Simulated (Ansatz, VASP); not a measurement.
BaTiO3 in VASP and in Ansatz

```xyz
5
Lattice="3.9944 0.0000 0.0000 0.0000 3.9944 0.0000 0.0000 0.0000 3.9944" Properties=species:S:1:pos:R:3 pbc="T T T"
Ba    1.9972    1.9972    1.9972
Ti    0.0000    0.0000    0.0000
O     1.9972    0.0000    0.0000
O     0.0000    1.9972    0.0000
O     0.0000    0.0000    1.9972
```

Alike in both runs: functional r2SCAN; k mesh 8 × 8 × 8; occupations fermi-dirac, width 0.02 eV; no spin polarisation.

Ansatz relaxed the structure, and its values are those at the end. VASP's run is a single point on that final structure, the one shown.

|  | VASP | Ansatz |
| --- | --- | --- |
| version | VASP 6.6.1 | Ansatz 0.2.0 |
| potentials or method | VASP PAW PBE potentials, release 64 (Ba_sv, Ti_sv, O), cutoff 520 eV | PAW plane waves |
| valence electrons in the cell | 40 | 40 |

VASP gave:

* gap on the k mesh at the Fermi level (eV): 2.15
* pressure (GPa): 2.0

Task: Which values does Ansatz return?

Result: gap on the k mesh at the Fermi level (eV): 2.18; pressure (GPa): 0.0.

VASP's potentials were made for PBE, not for r2SCAN. The functional is the same, so the differences come from potentials, cutoffs and numerics. Ansatz's warnings: stress scf threshold loose.

Neither program's run includes spin-orbit coupling.
